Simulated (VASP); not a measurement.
Runs of VASP 6.6.1 on Si5H32C3. The cells are those of the table. 

```csv
cell,gap on the mesh (eV),pressure (GPa),largest force (eV/Å)
"a = 8.619 Å, 40 atoms",6.29,0.7,(a)
"a = 8.628 Å, 40 atoms",(c),0.1,2.65
"a = 8.658 Å, 40 atoms",(b),-0.5,1.93
"a = 8.677 Å, 40 atoms",6.29,-0.5,2.36
```

Alike in all rows: task single point; level PBE+D3(BJ); potentials or basis VASP PAW PBE potentials, release 64 (C, H, Si); no spin polarisation; k mesh 1 × 1 × 1; cutoff (eV) 520; smearing fermi-dirac 0.02 eV.

Problem. Fill in the values left out.

Solution. (a) 2.71; (b) 6.37; (c) 6.31.

Caveats: all runs use coarse meshes.

A k mesh can miss the band edges.
